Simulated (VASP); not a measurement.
# MgO (F-43m) in VASP: G0W0 quasiparticle levels with PBE

Aim: the G0W0 quasiparticle levels of MgO with PBE.

Everything below comes from runs of VASP 6.6.1. Logs are shortened: lines on timing, memory, paths and dates and some standing lists are left out, and cuts for length are marked.

## Step 1: The cell of the first run

It takes space group F-43m (No. 216, cubic). The conventional cell has a = 4.564 Å, b = 4.564 Å, c = 4.564 Å, α = 90.00°, β = 90.00°, γ = 90.00°. Within 2.6 Å of Mg (site symmetry -43m) lie 4 O at 1.98 Å. Within 2.6 Å of O (site symmetry -43m) lie 4 Mg at 1.98 Å.

## Step 2: G0W0 quasiparticle levels, PBE

Input file POSCAR:

```
MgO
1.0
    0.0000000000      2.2820056617      2.2820056617
    2.2820056617      0.0000000000      2.2820056617
    2.2820056617      2.2820056617      0.0000000000
Mg O
1 1
Direct
    0.0000000000      0.0000000000      0.0000000000
    0.2500000000      0.2500000000      0.2500000000
```

Input file INCAR.step1:

```
ALGO = Normal
EDIFF = 1E-8
ENCUT = 500
GGA = PE
ISMEAR = 0
LASPH = True
LCHARG = False
LREAL = False
LWAVE = True
NELM = 80
PREC = Accurate
SIGMA = 0.01
```

Input file INCAR.step2:

```
ALGO = Exact
EDIFF = 1E-8
ENCUT = 500
GGA = PE
ISMEAR = 0
ISTART = 1
LASPH = True
LCHARG = False
LOPTICS = True
LREAL = False
LWAVE = True
NBANDS = 93
NELM = 1
PREC = Accurate
SIGMA = 0.01
```

Input file INCAR.step3:

```
ALGO = EVGW0
EDIFF = 1E-8
ENCUT = 500
ENCUTGW = 140.0
GGA = PE
ISMEAR = 0
ISTART = 1
LASPH = True
LCHARG = False
LREAL = False
LWAVE = False
NBANDS = 93
NBANDSGW = 12
NELMGW = 1
NOMEGA = 96
OMEGAMAX = 20
PREC = Accurate
PRECFOCK = Fast
SIGMA = 0.01
```

Input file KPOINTS:

```
k-points
0
Gamma
  6 6 6
```

Potentials or basis: VASP PAW PBE potentials, release 64 (Mg_GW, O_GW).

Started as:

```sh
cat potpaw_PBE.64/Mg_GW/POTCAR potpaw_PBE.64/O_GW/POTCAR > POTCAR
cp INCAR.step1 INCAR
mpirun -np 1 vasp_std > vasp.out
cp INCAR.step2 INCAR
mpirun -np 1 vasp_std > vasp.out
cp INCAR.step3 INCAR
mpirun -np 1 vasp_std > vasp.out
```

OUTCAR:

```text
EDIFF = 1E-8
   ENCUT = 500
   ENCUTGW = 140.0
   GGA = PE
   ISMEAR = 0
   ISTART = 1
   LASPH = True
   LREAL = False
   NELMGW = 1
   PREC = Accurate
   PRECFOCK = Fast

 ion  position               nearest neighbor table
   1  0.000  0.000  0.000-   2 1.98   2 1.98   2 1.98   2 1.98
   2  0.250  0.250  0.250-   1 1.98   1 1.98   1 1.98   1 1.98

  LATTYP: Found a face centered cubic cell.
 ALAT       =     4.5640113234

  Lattice vectors:

 A1 = (   0.0000000000,   2.2820056617,   2.2820056617)
 A2 = (   2.2820056617,   0.0000000000,   2.2820056617)
 A3 = (   2.2820056617,   2.2820056617,   0.0000000000)

Analysis of symmetry for initial positions (statically):
=====================================================================
 Subroutine PRICEL returns:
 Original cell was already a primitive cell.

 Routine SETGRP: Setting up the symmetry group for a
 face centered cubic supercell.

 Subroutine GETGRP returns: Found 24 space group operations
 (whereof 24 operations were pure point group operations)
 out of a pool of 48 trial point group operations.

The static configuration has the point symmetry T_d .

Analysis of symmetry for dynamics (positions and initial velocities):
=====================================================================
 Subroutine PRICEL returns:
 Original cell was already a primitive cell.

 Routine SETGRP: Setting up the symmetry group for a
 face centered cubic supercell.

 Subroutine GETGRP returns: Found 24 space group operations
 (whereof 24 operations were pure point group operations)
 out of a pool of 48 trial point group operations.

The dynamic configuration has the point symmetry T_d .

 Subroutine INISYM returns: Found 24 space group operations
 (whereof 24 operations are pure point group operations),
 and found     1 'primitive' translations

----------------------------------------------------------------------------------------

                                     Primitive cell

  volume of cell :      23.7673

[... 78 lines left out ...]
   NELM   =     60;   NELMIN=  2; NELMDL=  0     # of ELM steps
   EDIFF  = 0.1E-07   stopping-criterion for ELM
   LREAL  =      F    real-space projection
   EDIFFG = 0.1E-06   stopping-criterion for IOM
   NSW    =      0    number of steps for IOM
   IBRION =     -1    ionic relax: 0-MD 1-quasi-New 2-CG
   NFREE  =      0    steps in history (QN), initial steepest desc. (CG)
   ISIF   =      0    stress and relaxation
   ISYM   =      3    0-nonsym 1-usesym 2-fastsym
   POTIM  = 0.5000    time-step for ionic-motion
   TEBEG  =    0.0;   TEEND  =   0.0 temperature during run
   PSTRESS=    0.0 pullay stress
   NELECT =       8.0000    total number of electrons
   NUPDOWN=      -1.0000    fix difference up-down
   EMIN   =  10.00;   EMAX   =-10.00  energy-range for DOS
   EFERMI =   0.00;   METHOD = LEGACY
   ISMEAR =     0;   SIGMA  =   0.01  broadening in eV -4-tet -1-fermi 0-gaus
   EFERMI_NEDOS =   21; number of points for ismear=-14 and -15
   IALGO  =     38    algorithm
   IMIX   =      4    mixing-type and parameters
     AMIX     =   0.40;   BMIX     =  1.00
     AMIX_MAG =   1.60;   BMIX_MAG =  1.00
  volume/ion in A,a.u.               =      11.88        80.19
  Fermi-wavevector in a.u.,A,eV,Ry     =   1.138793  2.152007 17.644708  1.296849
  Thomas-Fermi vector in A             =   2.275497
   LORBIT       =      0    0 simple, 1 ext, 2 COOP (PROOUT), +10 PAW based schemes
   GGA     = PE    functional components
   LHFCALC =     T    Hartree Fock is set to
   PRECFOCK=fast      Normal, Fast or Accurate (Low or Medium for compatibility)
   ENCUT4O =  -1.0   cutoff for four orbital integrals eV
   NKREDX  =     1    reduce k-point grid by
   NKREDY  =     1    reduce k-point grid by
   NKREDZ  =     1    reduce k-point grid by
   AEXX    =    1.0000 exact exchange contribution
   HFSCREEN=    0.0000 screening length (either q_TF or 0.3 A-1)
   HFSCREENC=   0.0000 screening length for correlation (either q_TF or 0.3 A-1)
   ENCUTFOCK=  -1.0 apply spherical cutoff to Coloumb kernel
   IVDW    =     0    specifies the selected vdW correction
   LEPSILON=     F    determine dielectric tensor
   LRPA    =     F    only Hartree local field effects (RPA)
   LRPAFORCE           =     F    calculate RPA forces
   ENCUTGW             = 140.0    cutoff for response function in eV
   ENCUTGWSOFT         = 112.0    soft cutoff for Coulomb kernel in GW response function in eV
   ENCUTLF             =  -1.0    cutoff for local field effects
   NELMGW              =     1    number of iterations in solving QP/BSE equation
   NELMHF              =     1    number of iterations in the inner HF iteration
   NKREDLFX            =     1    NKREDLFY  =   1   NKREDLFZ  =   1
 non-spin polarized calculation
 Gauss-broadening in eV      SIGMA  =   0.01
  energy-cutoff  :      500.00
  volume of cell :       23.77
 maximum number of plane-waves:       620
  NGX = 14; NGY = 14; NGZ = 14
   NGX = 11   NGY = 11   NGZ = 11
 maximum number of plane-waves:        92
 NGX is ok and might be reduce to    14

 QP shifts <psi_nk| G(iteration)W_0 |psi_nk>: iteration 1
 for sc-GW calculations column KS-energies equals QP-energies in previous step
 and V_xc(KS)=  KS-energies - (<T + V_ion + V_H > + <T+V_H+V_ion>^1  + <V_x>^1)

 k-point   1 :       0.0000    0.0000    0.0000
  band No.  KS-energies  QP-energies   sigma(KS)   V_xc(KS)     V^pw_x(r,r')   Z            occupation Imag(sigma)

      1     -15.1238     -17.1509     -21.5126     -18.5793     -30.2539       0.6911       2.0000       1.0350
      2       0.7826      -0.5143     -20.7047     -18.9904     -24.6453       0.7565       2.0000       0.0538
      3       0.7826      -0.5143     -20.7047     -18.9904     -24.6453       0.7565       2.0000       0.0538
      4       0.7826      -0.5143     -20.7047     -18.9904     -24.6453       0.7565       2.0000       0.0538
      5       4.4265       5.2839      -8.8051      -9.8352      -5.8718       0.8324       0.0000      -0.0438
      6      17.5611      18.8568      -6.9371      -8.5466      -2.6379       0.8050       0.0000      -0.1235
      7      17.5611      18.8568      -6.9371      -8.5466      -2.6379       0.8050       0.0000      -0.1235
      8      17.5611      18.8568      -6.9371      -8.5466      -2.6379       0.8050       0.0000      -0.1235
      9      21.1094      22.4344      -7.1545      -8.7929      -2.6312       0.8087       0.0000      -0.2735
     10      21.1094      22.4344      -7.1545      -8.7929      -2.6312       0.8087       0.0000      -0.2735
     11      21.1908      21.9870      -7.2411      -8.2860      -2.0405       0.7620       0.0000      -0.5546
     12      21.1908      21.9870      -7.2411      -8.2860      -2.0405       0.7620       0.0000      -0.5546
[... 228 lines left out ...]
      1     -14.2533     -16.2130     -22.6423     -19.7663     -31.3011       0.6814       2.0000       0.8655
      2      -1.3413      -2.9528     -18.1201     -15.9276     -22.1687       0.7350       2.0000       0.0804
      3      -0.4528      -1.9683     -19.1544     -17.1134     -23.1649       0.7426       2.0000       0.0675
      4      -0.1921      -1.6900     -19.1307     -17.1259     -23.0422       0.7472       2.0000       0.0627
      5       8.0705       8.9623      -7.7040      -8.7958      -4.2299       0.8168       0.0000      -0.0572
      6      12.3678      13.5972      -9.4784     -11.0306      -5.5559       0.7920       0.0000      -0.0877
      7      14.7197      16.4385     -10.0546     -12.2504      -5.7334       0.7828       0.0000      -0.1565
      8      15.3464      16.5305      -7.9593      -9.4359      -3.4132       0.8019       0.0000      -0.2523
      9      19.2544      20.4901      -7.7584      -9.3599      -2.8704       0.7716       0.0000      -0.3361
     10      23.5427      24.7854      -6.9884      -8.5163      -2.0012       0.8133       0.0000      -0.5198
     11      24.6213      26.3890      -8.8029     -10.8843      -3.6848       0.8493       0.0000      -0.8575
     12      27.5760      29.4401      -8.7874     -11.1281      -3.5432       0.7964       0.0000      -0.8105
```

OUTCAR.step2:

```text
EDIFF = 1E-8
   ENCUT = 500
   GGA = PE
   ISMEAR = 0
[... 848 lines left out ...]
  --------------------------------------------------------------------------------------------------------------
     0.00000     3.09899     3.09899     3.09899    -0.00000     0.00000    -0.00000
     1.82732     3.23017     3.23017     3.23017    -0.00000     0.00000    -0.00000
     3.65464     3.51857     3.51857     3.51857    -0.00000     0.00000    -0.00000
     5.48196     3.03370     3.03370     3.03370    -0.00000    -0.00000    -0.00000
     7.30928     0.59081     0.59081     0.59081    -0.00000    -0.00000    -0.00000
     9.13660     0.66070     0.66070     0.66070     0.00000     0.00000     0.00000
[... 92 lines left out ...]
   179.07738     0.98568     0.98568     0.98568     0.00000     0.00000     0.00000
   180.90470     0.98600     0.98600     0.98600     0.00000     0.00000     0.00000
```

Run time: 1.8 min. Hardware: 1 thread of Intel Xeon 6975P-C (Granite Rapids), shared host; peak memory 0.42 GiB.

Results:

```
Quasiparticle gap                                   : 5.80 eV
Least direct quasiparticle gap                      : 5.80 eV
Band gap of the starting levels on the mesh         : 3.64 eV
Least direct gap of the starting levels on the mesh : 3.64 eV
```

Caveat: the k points lie up to 0.40 Å⁻¹ apart; bands, screening cutoff and mesh are small and nothing is extrapolated, so the quasiparticle values aren't converged; the structure was generated, so it needn't be the stable form of MgO.
